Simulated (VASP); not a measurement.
Write the native input for VASP 6.6.1 that does the following.

```yaml
Task: single point
Functional: LDA
Potentials_or_basis: VASP PAW LDA potentials, release 64 (W_sv, S)
Cutoff: 520 eV
k_mesh: 10 × 10 × 3
Occupations: fermi-dirac, width 0.05 eV
Spin: no spin polarisation
Dipole_correction: no
Further_INCAR_settings: ALGO = Normal; EDIFF = 1e-07; NBANDS = 35
```

The structure of WS2 lies in POSCAR:

```
WS2
1.0
    3.1800000000      0.0000000000      0.0000000000
   -1.5900000000      2.7539607840      0.0000000000
    0.0000000000      0.0000000000     12.5000000000
W S
2 4
Direct
    0.6666666667      0.3333333333      0.7500000000
    0.3333333333      0.6666666667      0.2500000000
    0.6666666667      0.3333333333      0.3750000000
    0.3333333333      0.6666666667      0.8750000000
    0.6666666667      0.3333333333      0.1250000000
    0.3333333333      0.6666666667      0.6250000000
```

The input as run:

INCAR

```
SYSTEM = WS2
ALGO     = Normal         ! electronic algorithm
EDIFF    = 1E-7           ! SCF threshold, eV
ENCUT    = 520            ! plane-wave cutoff, eV
GGA      = CA             ! functional
ISIF     = 2              ! what is computed and relaxed
ISMEAR   = -1             ! smearing method
LASPH    = .True.         ! aspherical terms in the spheres
LCHARG   = .False.        ! write CHGCAR
LREAL    = .False.        ! projectors in reciprocal space
LWAVE    = .False.        ! write WAVECAR
NBANDS   = 35             ! bands
NELM     = 100            ! most SCF steps
PREC     = Accurate       ! precision mode
SIGMA    = 0.05           ! smearing width, eV
```

KPOINTS

```
k-points
0
Gamma
  10 10 3
  0 0 0
```

Potentials or basis: VASP PAW LDA potentials, release 64 (W_sv, S).

Command:

```console
$ cat potpaw_LDA.64/W_sv/POTCAR potpaw_LDA.64/S/POTCAR > POTCAR
$ mpirun -np 1 vasp_std > vasp.out
```

It gave:

```yaml
Pressure: -5.3 GPa
Largest_force: 0.312 eV/Å
Band_gap_on_the_k_mesh: 1.05 eV (least direct gap 2.07 eV)
```

Caveat: the cell stands under tension; spin-orbit coupling is left out, which moves the levels of the heavy elements.

Wall time 92 s on 1 thread of Intel(R) Xeon(R) Platinum 8259CL CPU @ 2.50GHz (Skylake/Cascade Lake), with other jobs on the host, peak memory 0.23 GiB.
